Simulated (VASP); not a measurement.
Write the native input for VASP 6.6.1 that does the following.

| Property | Result |
| --- | --- |
| Task | single point |
| Functional | PBE |
| Potentials or basis | VASP PAW PBE potentials, release 64 (Sr_sv, Al, Mo_sv) |
| Cutoff | 520 eV |
| k mesh | 4 × 4 × 4 |
| Occupations | gaussian, width 0.1 eV |
| Spin | no spin polarisation |
| Dipole correction | no |
| Further INCAR settings | ALGO = Fast; EDIFF = 1e-06; NBANDS = 44 |

The structure of SrAlMo4 lies in POSCAR:

```
SrAlMo4
1.0
    4.6198048717      0.0000000000      0.0000000000
    0.0000000000      4.6198048717      0.0000000000
    0.0000000000      0.0000000000      7.2647898298
Sr Al Mo
1 1 4
Direct
    0.0000000000      0.0000000000      0.0000000000
    0.5000000000      0.5000000000      0.5000000000
    0.5000000000      0.0000000000      0.0000000000
    0.0000000000      0.5000000000      0.0000000000
    0.0000000000      0.0000000000      0.3594343640
    0.0000000000      0.0000000000      0.6405656360
```

The input as run:

INCAR

```
SYSTEM = SrAlMo4
ALGO = Fast
EDIFF = 1E-6
ENCUT = 520
GGA = PE
ISIF = 2
ISMEAR = 0
LASPH = .True.
LCHARG = .False.
LREAL = .False.
LWAVE = .False.
NBANDS = 44
NELM = 60
PREC = Accurate
SIGMA = 0.1
```

KPOINTS

```
k-points
0
Gamma
  4 4 4
  0 0 0
```

Potentials or basis: VASP PAW PBE potentials, release 64 (Sr_sv, Al, Mo_sv).

Launch:

```bash
$ cat potpaw_PBE.64/Sr_sv/POTCAR potpaw_PBE.64/Al/POTCAR potpaw_PBE.64/Mo_sv/POTCAR > POTCAR
$ mpirun -np 1 vasp_std > vasp.out
```

Results of the run:

The pressure is 1.4 GPa, the largest force is 0.440 eV/Å and the band gap on the k mesh is zero (an odd number of electrons rules out a gap without spin polarisation).

Caveat: atoms lie so close that the PAW spheres overlap strongly, which falsifies energies and pressures.

Run time: 5.3 min on 1 thread of Oxide Virtual Turin-like Processor, on a shared host, peak memory 0.28 GiB.
